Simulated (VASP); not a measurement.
Write the native input for VASP 6.6.1 that does the following.

| Item | Value |
| --- | --- |
| Task | relaxation of shape and atoms at fixed volume |
| Functional | PBE |
| Potentials or basis | VASP PAW PBE potentials, release 64 (Hg) |
| Cutoff | 600 eV |
| k mesh | 15 × 15 × 15 |
| Occupations | gaussian, width 0.1 eV |
| Spin | no spin polarisation |
| Dipole correction | no |
| Further INCAR settings | ALGO = Fast; EDIFF = 1e-07; IBRION = 2; EDIFFG = -0.01; NSW = 50; ISIF = 4 |

The structure of Hg lies in POSCAR:

```
Hg
1.0
    2.0408820550      1.1783038039      2.0946929546
   -2.0408820550      1.1783038039      2.0946929546
    0.0000000000     -2.3566076077      2.0946929546
Hg
1
Direct
    0.0000000000      0.0000000000      0.0000000000
```

The input as run:

INCAR

```
SYSTEM = Hg
PREC     = Accurate       ! precision mode
ENCUT    = 600            ! plane-wave cutoff, eV
EDIFF    = 1E-7           ! SCF threshold, eV
ISMEAR   = 0              ! smearing method
SIGMA    = 0.1            ! smearing width, eV
LREAL    = .False.        ! projectors in reciprocal space
LASPH    = .True.         ! aspherical terms in the spheres
NELM     = 60             ! most SCF steps
ALGO     = Fast           ! electronic algorithm
ISIF     = 4              ! what is computed and relaxed
LWAVE    = .False.        ! write WAVECAR
LCHARG   = .False.        ! write CHGCAR
GGA      = PE             ! functional
IBRION   = 2              ! ionic algorithm
NSW      = 50             ! ionic steps
EDIFFG   = -0.01          ! ionic threshold
```

KPOINTS

```
regular mesh
0
Gamma
  15 15 15
  0 0 0
```

Potentials or basis: VASP PAW PBE potentials, release 64 (Hg).

Command:

```console
$ cat potpaw_PBE.64/Hg/POTCAR > POTCAR
$ mpirun -np 1 vasp_std > vasp.out
```

Results of the run:

```json
{
  "Pressure after relaxing": "-0.2 GPa",
  "Band gap on the k mesh": "zero (bands 6 and 7 overlap by 2.80 eV)"
}
```

Caveat: spin-orbit coupling is left out, which moves the levels of the heavy elements.

Run time: 42 s on 1 thread of Intel(R) Xeon(R) 6975P-C (Granite Rapids), with other jobs on the host, peak memory 0.26 GiB.
